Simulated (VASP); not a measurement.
KBr, 2 atoms in the cell. It takes space group Pm-3m (No. 221, cubic). The conventional cell has a = 3.961 Å, b = 3.961 Å, c = 3.961 Å, α = 90.00°, β = 90.00°, γ = 90.00°. Within 4.5 Å of K (site symmetry m-3m) lie 8 Br at 3.43 Å and 6 K at 3.96 Å. Within 4.5 Å of Br (site symmetry m-3m) lie 8 K at 3.43 Å and 6 Br at 3.96 Å. 

```yaml
Program: VASP 6.6.1
Task: single point
Functional: LDA
Potentials_or_basis: VASP PAW LDA potentials, release 64 (K_sv, Br)
Cutoff: 500 eV
k_mesh: 4 × 4 × 4
Occupations: gaussian, width 0.01 eV
Spin: no spin polarisation
Dipole_correction: no
Further_INCAR_settings: ALGO = Normal; EDIFF = 1e-06; NBANDS = 15
```

Potentials or basis: VASP PAW LDA potentials, release 64 (K_sv, Br).

Command:

```console
$ cat potpaw_LDA.64/K_sv/POTCAR potpaw_LDA.64/Br/POTCAR > POTCAR
$ mpirun -np 1 vasp_std > vasp.out
```

Hardware: 1 thread of AMD EPYC 9R45 (Zen 5) (shared host).

Estimate the wall time of this run.

Wall time 5.3 s on 1 thread of AMD EPYC 9R45 (Zen 5) (shared host), peak memory 0.11 GiB. Counts: scf iterations 12, k points 10.
